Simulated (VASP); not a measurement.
A run of VASP 6.6.1:

Contents of INCAR:

```
SYSTEM = CdS
PREC = Accurate
ENCUT = 520
EDIFF = 1E-8
ISMEAR = -1
SIGMA = 0.01
LREAL = .FALSE.
LASPH = .TRUE.
NELM = 60
ALGO = Normal
ISIF = 2
LWAVE = .FALSE.
LCHARG = .FALSE.
GGA = PS
LEFG = .TRUE.
NBANDS = 26
```

File KPOINTS:

```
Automatic mesh
0
G
  7 7 4
  0 0 0
```

POSCAR

```
CdS
1.0
    4.2588431795      0.0000000000      0.0000000000
   -2.1294215898      3.6882663842      0.0000000000
    0.0000000000      0.0000000000      6.7490000000
Cd S
2 2
Direct
    0.3333333333      0.6666666667      0.0000000000
    0.6666666667      0.3333333333      0.5000000000
    0.3333333333      0.6666666667      0.3850000000
    0.6666666667      0.3333333333      0.8850000000
```

Potentials or basis: VASP PAW PBE potentials, release 64 (Cd, S).

Launch:

```sh
$ cat potpaw_PBE.64/Cd/POTCAR potpaw_PBE.64/S/POTCAR > POTCAR
$ mpirun -np 1 vasp_std > vasp.out
```

Hardware: 1 thread of Intel(R) Xeon(R) Platinum 8124M CPU @ 3.00GHz (Skylake/Cascade Lake), on a shared host.

Task: Estimate the wall time of this run.

Result: Wall time 52 s on 1 thread of Intel(R) Xeon(R) Platinum 8124M CPU @ 3.00GHz (Skylake/Cascade Lake), with other jobs on the host, peak memory 0.24 GiB. Counts: scf iterations 19, k points 24.
